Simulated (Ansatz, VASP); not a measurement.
**Two plane-wave programs on Ta**

File INCAR:

```
PREC = Accurate
ENCUT = 520
EDIFF = 1E-7
ISMEAR = 0
SIGMA = 0.15
LREAL = F
LASPH = T
NELM = 60
ALGO = Fast
ISIF = 2
LWAVE = F
LCHARG = F
GGA = PE
NBANDS = 12
```

The input KPOINTS:

```
Automatic mesh
0
Gamma
  20 20 20
```

Contents of POSCAR:

```
Ta
1.0
   -1.6595364000      1.6512800000      1.6595364000
    1.6430236000     -1.6512800000      1.6430236000
    1.6595364000      1.6512800000     -1.6595364000
Ta
1
Direct
    0.0000000000      0.0000000000      0.0000000000
```

Input for Ansatz:

```yaml
crystal:
  lattice:
    - [-1.6595364, 1.65128, 1.6595364]
    - [1.6430236, -1.65128, 1.6430236]
    - [1.6595364, 1.65128, -1.6595364]
  atoms:
    - { symbol: Ta, position: [0.0, 0.0, 0.0] }
basis:
  ecutwfc: 420
kpoints:
  mp_grid: { grid: [20, 20, 20] }
hamiltonian:
  xc: pbe
scf:
  occupations: { method: gaussian, width: 0.15 }
output:
  forces: true
  stress: true
  eigenvalues: true
  write_density: true
  write_potential: true
  elf: true
  volumetric_format: npy
```

Change from the starting cell: strain -0.0100 x Voigt [0, 0, 0, 0, 1, 0], atoms carried along.

Alike in both runs: task single point; functional PBE; k mesh 20 × 20 × 20; occupations gaussian, width 0.15 eV; no spin polarisation.

```csv
,VASP,Ansatz
version,VASP 6.6.1,Ansatz 0.2.0
potentials or method,"VASP PAW PBE potentials, release 64 (Ta_pv), cutoff 520 eV","scalar-relativistic, plane waves, PAW"
valence electrons in the cell,11,13
```

```tsv
	VASP	Ansatz	Ansatz less VASP
gap on the k mesh at the Fermi level (eV)	none	none	-
pressure (GPa)	3.3	3.1	-0.19
traceless stress, the component that is largest in VASP (GPa)	0.83	0.82	-0.002
```

A gap of «none» marks a metal or a gap that the smearing closes. VASP's potentials hold 11 valence electrons a cell and Ansatz's 13, so a difference there can come from the potentials and not from the codes.

Neither program's run includes spin-orbit coupling.
